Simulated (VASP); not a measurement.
A run of VASP 6.6.1:

INCAR

```
SYSTEM = TiSb2N3
PREC = Accurate
ENCUT = 600
EDIFF = 1E-6
ISMEAR = 0
SIGMA = 0.1
LREAL = .False.
LASPH = .True.
NELM = 100
ALGO = Normal
ISIF = 3
LWAVE = .False.
LCHARG = .False.
GGA = PE
IBRION = 2
NSW = 100
EDIFFG = -0.01
```

Contents of KPOINTS:

```
regular mesh
0
Gamma
  6 6 6
  0 0 0
```

File POSCAR:

```
TiSb2N3
1.0
    2.9444398484      1.6999731391      2.9036833452
   -2.9444398484      1.6999731391      2.9036833452
    0.0000000000     -3.3999462782      2.9036833452
Ti Sb N
1 2 3
Direct
    0.0000000000      0.0000000000      0.0000000000
    0.6870665613      0.6870665613      0.6870665613
    0.3129334387      0.3129334387      0.3129334387
    0.0000000000      0.0000000000      0.5000000000
    0.5000000000      0.0000000000      0.0000000000
    0.0000000000      0.5000000000      0.0000000000
```

Potentials or basis: VASP PAW PBE potentials, release 64 (Ti_sv, Sb, N).

Launch:

```console
$ cat potpaw_PBE.64/Ti_sv/POTCAR potpaw_PBE.64/Sb/POTCAR potpaw_PBE.64/N/POTCAR > POTCAR
$ mpirun -np 1 vasp_std > vasp.out
```

Hardware: 1 thread of Intel(R) Xeon(R) 6975P-C (Granite Rapids) (shared host).

Question: How long does it take, and how much memory?

Answer: Run time: 2.7 min on 1 thread of Intel(R) Xeon(R) 6975P-C (Granite Rapids), on a shared host, peak memory 0.28 GiB. Counts: scf iterations 61, k points 32, ion steps 7.
